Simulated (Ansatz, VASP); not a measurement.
**Two plane-wave programs on ZnRe**

```xyz
2
Lattice="2.7482 0.0000 0.0000 -1.3741 2.3800 0.0000 0.0000 0.0000 4.4941" Properties=species:S:1:pos:R:3 pbc="T T T"
Zn    0.0000    0.0000    0.0000
Re    0.0000    1.5867    2.2470
```

Alike in both runs: task relaxation of cell and atoms; functional PBE; k mesh 24 × 24 × 12; occupations gaussian, width 0.1 eV; no spin polarisation.

```csv
,VASP,Ansatz
version,VASP 6.6.1,Ansatz 0.2.0
potentials or method,"VASP PAW PBE potentials, release 64 (Zn, Re), cutoff 600 eV","scalar-relativistic, plane waves, PAW"
valence electrons in the cell,19,27
```

Ansatz gave:

* gap on the k mesh at the Fermi level, each at its own relaxed structure (eV): none
* relaxed volume (Å³/atom): 14.59
* relaxed cell length with the largest relative difference (Å): 4.477

Q: Estimate VASP's values.

A: gap on the k mesh at the Fermi level, each at its own relaxed structure (eV): none; relaxed volume (Å³/atom): 14.60; relaxed cell length with the largest relative difference (Å): 4.485.

A gap of «none» marks a metal or a gap that the smearing closes. VASP's potentials hold 19 valence electrons a cell and Ansatz's 27, so a difference there can come from the potentials and not from the codes.

Neither program's run includes spin-orbit coupling.
